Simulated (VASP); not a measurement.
CdS, 4 atoms in the cell. It takes space group P6_3mc (No. 186, hexagonal). The conventional cell has a = 4.125 Å, b = 4.125 Å, c = 6.708 Å, α = 90.00°, β = 90.00°, γ = 120.00°. Cd (site symmetry 3m) has 4 S at 2.52 to 2.53 Å within 3.3 Å. S (site symmetry 3m) has 4 Cd at 2.52 to 2.53 Å within 3.3 Å. 

- Program: VASP 6.6.1
- Task: single point
- Functional: PBEsol
- Potentials or basis: VASP PAW PBE potentials, release 64 (Cd, S)
- Cutoff: 520 eV
- k mesh: 6 × 6 × 4
- Occupations: gaussian, width 0.01 eV
- Spin: non-collinear spin, zero start, spin-orbit coupling
- Starting moments: [[0.0, 0.0, 0.0], [0.0, 0.0, 0.0], [0.0, 0.0, 0.0], [0.0, 0.0, 0.0]] μB
- Dipole correction: no
- Further INCAR settings: ALGO = Normal; EDIFF = 1e-07; NBANDS = 50

Potentials or basis: VASP PAW PBE potentials, release 64 (Cd, S).

Command:

```bash
$ cat potpaw_PBE.64/Cd/POTCAR potpaw_PBE.64/S/POTCAR > POTCAR
$ mpirun -np 1 vasp_ncl > vasp.out
```

Hardware: 1 thread of Intel(R) Xeon(R) Platinum 8259CL CPU @ 2.50GHz (Skylake/Cascade Lake), with other jobs on the host.

Problem. How long does it take, and how much memory?

Solution. Wall time 3.9 min on 1 thread of Intel(R) Xeon(R) Platinum 8259CL CPU @ 2.50GHz (Skylake/Cascade Lake), on a shared host, peak memory 0.52 GiB. Counts: scf iterations 14, k points 28.
